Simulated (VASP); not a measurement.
# In (C2/m) in VASP: a series of runs

Runs on In. Level: PBE. Tasks: electric field gradients.

Everything below comes from runs of VASP 6.6.1. Logs are shortened: lines on timing, memory, paths and dates and some standing lists are left out, and cuts for length are marked.

## (1) The cell of the first run

It takes space group C2/m (No. 12, monoclinic). Conventional cell: a = 4.554 Å, b = 4.645 Å, c = 3.315 Å, α = 90.00°, β = 131.74°, γ = 90.00°. In (site symmetry 2/m) has 12 In at 3.25 to 3.41 Å within 4.3 Å.

## (2) Electric field gradients, PBE (equal xy, yz and zx shear strains of -2 %)

Input file INCAR:

```
SYSTEM = In
ALGO = Normal
EDIFF = 1E-8
ENCUT = 400
GGA = PE
GGA_COMPAT = .FALSE.
ISIF = 2
ISMEAR = -1
LASPH = .TRUE.
LCHARG = .FALSE.
LEFG = .TRUE.
LREAL = .FALSE.
LWAVE = .FALSE.
NBANDS = 12
NELM = 120
PREC = Accurate
SIGMA = 0.05
```

Input file KPOINTS:

```
k-points
0
G
  12 12 14
  0 0 0
```

Input file POSCAR:

```
In
1.0
   -1.6671510000      1.6176720000      2.4739500000
    1.6176720000     -1.6671510000      2.4739500000
    1.6346280000      1.6346280000     -2.5064730000
In
1
Direct
    0.0000000000      0.0000000000      0.0000000000
```

Potentials or basis: VASP PAW PBE potentials, release 64 (In_d).

The run is started by

```sh
> cat potpaw_PBE.64/In_d/POTCAR > POTCAR
> mpirun -np 1 vasp_std > vasp.out
```

OUTCAR:

```text
SYSTEM = In
   EDIFF = 1E-8
   ENCUT = 400
   GGA = PE
   ISIF = 2
   ISMEAR = -1
   LASPH = .TRUE.
   LREAL = .FALSE.
   NELM = 120
   PREC = Accurate

 ion  position               nearest neighbor table
   1  0.000  0.000  0.000-

  Warning from LATTYP: Got some problem with cell dimensions!
  Tried to take original basis but could not verify dimensions!
  LATTYP: Found a base centered monoclinic cell.
 ALAT       =     4.5539168681
 B/A-ratio  =     1.0200979445
 C/A-ratio  =     0.7278366462
 COS(beta)  =    -0.6657514815

  Lattice vectors:

 A1 = (  -3.2523000000,   0.0325230000,   0.0325230000)
 A2 = (   0.0325230000,  -3.2523000000,   0.0325230000)
 A3 = (   1.5851490000,   1.5851490000,   2.4414270000)

Analysis of symmetry for initial positions (statically):
=====================================================================
 Subroutine PRICEL returns:
 Original cell was already a primitive cell.

 Routine SETGRP: Setting up the symmetry group for a
 base centered monoclinic supercell.

 Subroutine GETGRP returns: Found  4 space group operations
 (whereof  4 operations were pure point group operations)
 out of a pool of  4 trial point group operations.

The static configuration has the point symmetry C_2h.

Analysis of symmetry for dynamics (positions and initial velocities):
=====================================================================
 Subroutine PRICEL returns:
 Original cell was already a primitive cell.

 Routine SETGRP: Setting up the symmetry group for a
 base centered monoclinic supercell.

 Subroutine GETGRP returns: Found  4 space group operations
 (whereof  4 operations were pure point group operations)
 out of a pool of  4 trial point group operations.

The dynamic configuration has the point symmetry C_2h.

 Subroutine INISYM returns: Found  4 space group operations
 (whereof  4 operations are pure point group operations),
 and found     1 'primitive' translations

----------------------------------------------------------------------------------------

                                     Primitive cell

  volume of cell :      26.1602

  direct lattice vectors                    reciprocal lattice vectors
    -1.667151000  1.617672000  2.473950000     0.005148319  0.309578726  0.205253214
     1.617672000 -1.667151000  2.473950000     0.309578726  0.005148319  0.205253214
     1.634628000  1.634628000 -2.506473000     0.310643272  0.310643272  0.006212865

  length of vectors
     3.393623986  3.393623986  3.409754287     0.371475941  0.371475941  0.439359857

  position of ions in fractional coordinates (direct lattice)
     0.000000000  0.000000000  0.000000000

  ion indices of the primitive-cell ions
   primitive index   ion index
                 1           1

----------------------------------------------------------------------------------------

 KPOINTS: k-points

Automatic generation of k-mesh.
 Grid dimensions read from file:
 generate k-points for:   12   12   14

 Generating k-lattice:

  Cartesian coordinates                     Fractional coordinates (reciprocal lattice)
     0.000429027  0.025798227  0.017104435     0.083333333  0.000000000  0.000000000
     0.025798227  0.000429027  0.017104435     0.000000000  0.083333333  0.000000000
     0.022188805  0.022188805  0.000443776    -0.000000000 -0.000000000  0.071428571

  Length of vectors
     0.030956328  0.030956328  0.031382847

  Shift w.r.t. Gamma in fractional coordinates (k-lattice)
     0.000000000  0.000000000  0.000000000

 Subroutine IBZKPT returns following result:
 ===========================================

 Found    554 irreducible k-points:

 Following reciprocal coordinates:
            Coordinates               Weight
  0.000000  0.000000  0.000000      1.000000
  0.083333  0.000000  0.000000      4.000000
  0.166667  0.000000  0.000000      4.000000
  0.250000 -0.000000  0.000000      4.000000
  0.333333 -0.000000  0.000000      4.000000
  0.416667  0.000000  0.000000      4.000000
[... 16 lines left out ...]
  0.500000  0.166667 -0.000000      4.000000
 -0.416667  0.166667 -0.000000      4.000000
 [... further k-points ...]
   k-points           NKPTS =    554   k-points in BZ     NKDIM =    554   number of bands    NBANDS=     12
   number of dos      NEDOS =    301   number of ions     NIONS =      1
   total plane-waves  NPLWV =  13824
   dimension x,y,z NGX =    24 NGY =   24 NGZ =   24
   dimension x,y,z NGXF=    48 NGYF=   48 NGZF=   48
   ions per type =               1
   NGX,Y,Z   is equivalent  to a cutoff of  11.76, 11.76, 11.70 a.u.
   NGXF,Y,Z  is equivalent  to a cutoff of  23.51, 23.51, 23.40 a.u.
 SYSTEM =  In
   PREC   = accura    normal or accurate (medium, high low for compatibility)
   ISTART =      0    job   : 0-new  1-cont  2-samecut
   ICHARG =      2    charge: 1-file 2-atom 10-const
   ISPIN  =      1    spin polarized calculation?
   LNONCOLLINEAR =      F non collinear calculations
   LSORBIT =      F    spin-orbit coupling
   LASPH  =      T    aspherical Exc in radial PAW
   ENCUT  =  400.0 eV  29.40 Ry    5.42 a.u.   5.53  5.53  5.56*2*pi/ulx,y,z
   NELM   =    120;   NELMIN=  2; NELMDL= -5     # of ELM steps
   EDIFF  = 0.1E-07   stopping-criterion for ELM
   LREAL  =      F    real-space projection
   EDIFFG = 0.1E-06   stopping-criterion for IOM
   NSW    =      0    number of steps for IOM
   IBRION =     -1    ionic relax: 0-MD 1-quasi-New 2-CG
   NFREE  =      0    steps in history (QN), initial steepest desc. (CG)
   ISIF   =      2    stress and relaxation
   ISYM   =      2    0-nonsym 1-usesym 2-fastsym
   POTIM  = 0.5000    time-step for ionic-motion
   TEBEG  =    0.0;   TEEND  =   0.0 temperature during run
   PSTRESS=    0.0 pullay stress
   NELECT =      13.0000    total number of electrons
   NUPDOWN=      -1.0000    fix difference up-down
   EMIN   =  10.00;   EMAX   =-10.00  energy-range for DOS
   EFERMI =   0.00;   METHOD = LEGACY
   ISMEAR =    -1;   SIGMA  =   0.05  broadening in eV -4-tet -1-fermi 0-gaus
   EFERMI_NEDOS =   21; number of points for ismear=-14 and -15
   IALGO  =     38    algorithm
   IMIX   =      4    mixing-type and parameters
     AMIX     =   0.40;   BMIX     =  1.00
     AMIX_MAG =   1.60;   BMIX_MAG =  1.00
  volume/ion in A,a.u.               =      26.16       176.54
  Fermi-wavevector in a.u.,A,eV,Ry     =   1.296708  2.450423 22.877550  1.681453
  Thomas-Fermi vector in A             =   2.428147
   LORBIT       =      0    0 simple, 1 ext, 2 COOP (PROOUT), +10 PAW based schemes
   GGA     = PE    functional components
   LHFCALC =     F    Hartree Fock is set to
   AEXX    =    0.0000 exact exchange contribution
   IVDW    =     0    specifies the selected vdW correction
   LEPSILON=     F    determine dielectric tensor
   LRPA    =     F    only Hartree local field effects (RPA)
 non-spin polarized calculation
  energy-cutoff  :      400.00
  volume of cell :       26.16
 maximum number of plane-waves:       490
 NGX is ok and might be reduce to    24
   NGX = 11   NGY = 11   NGZ = 11

 number of electron      13.0000000 magnetization

 Free energy of the ion-electron system (eV)
  ---------------------------------------------------
  ext. energy  EPLUGINS =         0.00000000
  ---------------------------------------------------
  free energy    TOTEN  =        -2.55220209 eV

  energy without entropy =       -2.54874218  energy(sigma->0) =       -2.55047214

 E-fermi :   7.5060     XC(G=0): -10.2527

 val. band max:        7.4870615306   @ k =  -0.4167   0.0833   0.2857
 cond. band min:       7.5261589196   @ k =   0.3333   0.3333   0.2857
 fundamental gap:      0.0390973890
 Fermi energy:         7.5059828727

 k-point     1 :       0.0000    0.0000    0.0000
  band No.  band energies     occupation
      1      -7.1836      2.00000
      2      -7.0942      2.00000
      3      -7.0616      2.00000
      4      -6.9941      2.00000
      5      -6.8909      2.00000
      6      -2.0214      2.00000
      7      17.7532      0.00000
      8      17.9848      0.00000
      9      18.5369      0.00000
     10      19.2221      0.00000
     11      21.1826      0.00000
     12      21.5295      0.00000
[... 331 lines left out ...]
 k-point    24 :      -0.4167    0.1667   -0.0000
  band No.  band energies     occupation
      1      -7.1635      2.00000
      2      -7.0778      2.00000
      3      -7.0241      2.00000
      4      -6.9083      2.00000
      5      -6.7928      2.00000
      6       1.5392      2.00000
      7       7.9494      0.00028
      8      13.2655      0.00000
      9      13.9294      0.00000
     10      16.3113      0.00000
     11      21.4130      0.00000
     12      22.5246      0.00000

 [... further k-points ...]

------------------------ aborting loop because EDIFF is reached ----------------------------------------

  FORCE on cell =-STRESS in cart. coord.  units (eV):
  Direction    XX          YY          ZZ          XY          YZ          ZX
  --------------------------------------------------------------------------------------
  -------------------------------------------------------------------------------------
  Total        0.3123080      0.3123080      0.3540552      0.0099708     -0.0019767     -0.0019767
  in kB       19.1272608     19.1272608     21.6840621      0.6106627     -0.1210626     -0.1210606
  external PRESSURE =      19.9795279 kB  Pullay stress =       0.0000000 kB

 VOLUME and BASIS-vectors are now :
 -----------------------------------------------------------------------------
  energy-cutoff  :      400.00
  volume of cell :       26.16
      direct lattice vectors                 reciprocal lattice vectors
    -1.667151000  1.617672000  2.473950000     0.005148319  0.309578726  0.205253214
     1.617672000 -1.667151000  2.473950000     0.309578726  0.005148319  0.205253214
     1.634628000  1.634628000 -2.506473000     0.310643272  0.310643272  0.006212865

 POSITION                                       TOTAL-FORCE (eV/Angst)
 -----------------------------------------------------------------------------------
      0.00000      0.00000      0.00000         0.000000      0.000000      0.000000
 -----------------------------------------------------------------------------------
    total drift:                                0.000000      0.000000     -0.000000

  FREE ENERGIE OF THE ION-ELECTRON SYSTEM (eV)
  ---------------------------------------------------
  free  energy   TOTEN  =        -2.5522020916 eV

  energy  without entropy=       -2.5487421794  energy(sigma->0) =       -2.55047214

 Electric field gradients (V/A^2)
---------------------------------------------------------------------
 ion       V_xx      V_yy      V_zz      V_xy      V_xz      V_yz
---------------------------------------------------------------------
   1      -8.985    -8.985    17.971     0.240    -4.222    -4.222
---------------------------------------------------------------------

 Electric field gradients after diagonalization (V/A^2)
 (convention: |V_zz| > |V_xx| > |V_yy|)
----------------------------------------------------------------------
 ion       V_xx      V_yy      V_zz     asymmetry (V_yy - V_xx)/ V_zz
----------------------------------------------------------------------
   1     -10.019    -9.226    19.245       0.041
----------------------------------------------------------------------

           NMR quadrupolar parameters

 Cq : quadrupolar parameter    Cq=e*Q*V_zz/h
 eta: asymmetry parameters     (V_yy - V_xx)/ V_zz
 Q  : nuclear electric quadrupole moment in mb (millibarn)
----------------------------------------------------------------------
 ion       Cq(MHz)       eta       Q (mb)
----------------------------------------------------------------------
   1       0.047       0.041       1.000
----------------------------------------------------------------------
```

Wall time 80 s (1 thread of Intel Xeon 8259CL, shared host); peak memory 0.23 GiB.

Results:

| Item | Value |
| --- | --- |
| Free energy | -2.5522 eV |
| Pressure | 2.0 GPa |
| Band gap on the k mesh | zero (an odd number of electrons rules out a gap without spin polarisation) |
| Largest electric field gradient by atom | In +19.2 V/Å² |

Stress tensor (GPa, compression positive):
```
 1.91  0.06 -0.01
 0.06  1.91 -0.01
-0.01 -0.01  2.17
```

Electric field gradients, principal values (V/Å²):
| atom | least | middle | greatest (by size) |
| --- | --- | --- | --- |
| 1 In | -9.226 | -10.019 | 19.245 |

Caveat: the cell differs from its parent crystal (equal xy, yz and zx shear strains of -2 %); without QUAD_EFG the Cq values of the log hold for a quadrupole moment of 1 mb, not for the nuclei; spin-orbit coupling is left out, which moves the levels of the heavy elements.

## (3) Electric field gradients, PBE (equal xy, yz and zx shear strains of +1 %)

Input file INCAR:

```
ALGO = Normal
EDIFF = 1E-8
ENCUT = 400
GGA = PE
GGA_COMPAT = False
ISIF = 2
ISMEAR = -1
LASPH = True
LCHARG = False
LEFG = True
LREAL = False
LWAVE = False
NBANDS = 12
NELM = 120
PREC = Accurate
SIGMA = 0.05
```

Input file KPOINTS:

```
k-points
0
Gamma
  12 12 14
```

Input file POSCAR:

```
In
1.0
   -1.6056495000      1.6303890000      2.4739500000
    1.6303890000     -1.6056495000      2.4739500000
    1.6219110000      1.6219110000     -2.4576885000
In
1
Direct
    0.0000000000      0.0000000000      0.0000000000
```

Potentials or basis: VASP PAW PBE potentials, release 64 (In_d).

The run is started by

```sh
> cat potpaw_PBE.64/In_d/POTCAR > POTCAR
> mpirun -np 1 vasp_std > vasp.out
```

OUTCAR:

```text
EDIFF = 1E-8
   ENCUT = 400
   GGA = PE
   ISIF = 2
   ISMEAR = -1
   LASPH = True
   LREAL = False
   NELM = 120
   PREC = Accurate

 ion  position               nearest neighbor table
   1  0.000  0.000  0.000-

  Warning from LATTYP: Got some problem with cell dimensions!
  Tried to take original basis but could not verify dimensions!
  LATTYP: Found a base centered monoclinic cell.
 ALAT       =     4.6225584154
 B/A-ratio  =     0.9900252466
 C/A-ratio  =     0.7272507266
 COS(beta)  =    -0.6771396136

  Lattice vectors:

 A1 = (  -0.0162615000,  -3.2523000000,  -0.0162615000)
 A2 = (  -3.2523000000,  -0.0162615000,  -0.0162615000)
 A3 = (   1.6219110000,   1.6219110000,  -2.4576885000)

Analysis of symmetry for initial positions (statically):
[... 548 lines left out ...]
  external PRESSURE =      19.8595773 kB  Pullay stress =       0.0000000 kB

 VOLUME and BASIS-vectors are now :
 -----------------------------------------------------------------------------
  energy-cutoff  :      400.00
  volume of cell :       26.17
      direct lattice vectors                 reciprocal lattice vectors
    -1.605649500  1.630389000  2.473950000    -0.002535353  0.306484456  0.200586198
     1.630389000 -1.605649500  2.473950000     0.306484456 -0.002535353  0.200586198
     1.621911000  1.621911000 -2.457688500     0.305960207  0.305960207 -0.003059602

 POSITION                                       TOTAL-FORCE (eV/Angst)
 -----------------------------------------------------------------------------------
      0.00000      0.00000      0.00000         0.000000      0.000000      0.000000
 -----------------------------------------------------------------------------------
    total drift:                                0.000000      0.000000      0.000000

  FREE ENERGIE OF THE ION-ELECTRON SYSTEM (eV)
  ---------------------------------------------------
  free  energy   TOTEN  =        -2.5525006623 eV

  energy  without entropy=       -2.5487228371  energy(sigma->0) =       -2.55061175

 Electric field gradients (V/A^2)
---------------------------------------------------------------------
 ion       V_xx      V_yy      V_zz      V_xy      V_xz      V_yz
---------------------------------------------------------------------
   1      -8.797    -8.797    17.594     3.094    -0.278    -0.278
---------------------------------------------------------------------

 Electric field gradients after diagonalization (V/A^2)
 (convention: |V_zz| > |V_xx| > |V_yy|)
----------------------------------------------------------------------
 ion       V_xx      V_yy      V_zz     asymmetry (V_yy - V_xx)/ V_zz
----------------------------------------------------------------------
   1     -11.891    -5.709    17.601       0.351
----------------------------------------------------------------------

           NMR quadrupolar parameters

 Cq : quadrupolar parameter    Cq=e*Q*V_zz/h
 eta: asymmetry parameters     (V_yy - V_xx)/ V_zz
 Q  : nuclear electric quadrupole moment in mb (millibarn)
----------------------------------------------------------------------
 ion       Cq(MHz)       eta       Q (mb)
----------------------------------------------------------------------
   1       0.043       0.351       1.000
----------------------------------------------------------------------
```

OSZICAR:

```text
N       E                     dE             d eps       ncg     rms          rms(c)
DAV:   1     0.712625064899E+02    0.71263E+02   -0.53900E+03 13648   0.114E+03
DAV:   2     0.711990314349E+00   -0.70551E+02   -0.68789E+02 14008   0.264E+02
DAV:   3    -0.250717208282E+01   -0.32192E+01   -0.32121E+01 16028   0.594E+01
DAV:   4    -0.257703075859E+01   -0.69859E-01   -0.69841E-01 16928   0.857E+00
DAV:   5    -0.257997943152E+01   -0.29487E-02   -0.29486E-02 18160   0.152E+00    0.230E+00
DAV:   6    -0.255721667431E+01    0.22763E-01   -0.36152E-02 16920   0.389E+00    0.114E+00
DAV:   7    -0.255276871634E+01    0.44480E-02   -0.11392E-02 17404   0.202E+00    0.257E-01
DAV:   8    -0.255249369499E+01    0.27502E-03   -0.87955E-04 18380   0.493E-01    0.331E-02
DAV:   9    -0.255249992371E+01   -0.62287E-05   -0.12090E-05 18492   0.459E-02    0.149E-02
DAV:  10    -0.255250066938E+01   -0.74566E-06   -0.12592E-06 15072   0.115E-02    0.163E-03
DAV:  11    -0.255250066231E+01    0.70727E-08   -0.45610E-08 17624   0.183E-03
   1 F= -.25525007E+01 E0= -.25506117E+01  d E =-.377783E-02
```

stdout:

```text
POSCAR found type information on POSCAR In
 POSCAR found :  1 types and       1 ions
 scaLAPACK will be used
 LDA part: xc-table for (Slater+PW92), standard interpolation
 POSCAR, INCAR and KPOINTS ok, starting setup
 FFT: planning ... GRIDC
 FFT: planning ... GRID_SOFT
 FFT: planning ... GRID
 WAVECAR not read
 entering main loop
ion   1
```

It took 96 s on 1 thread of Intel Xeon 8259CL, shared host; peak memory 0.23 GiB.

Results:

* Free energy: -2.5525 eV
* Pressure: 2.0 GPa
* Band gap on the k mesh: zero (an odd number of electrons rules out a gap without spin polarisation)
* Largest electric field gradient by atom: In +17.6 V/Å²

Electric field gradients, principal values (V/Å²):
```csv
atom,least,middle,greatest (by size)
1 In,-5.709,-11.891,17.601
```

Caveat: the cell differs from its parent crystal (equal xy, yz and zx shear strains of +1 %); without QUAD_EFG the Cq values of the log hold for a quadrupole moment of 1 mb, not for the nuclei; spin-orbit coupling is left out, which moves the levels of the heavy elements.
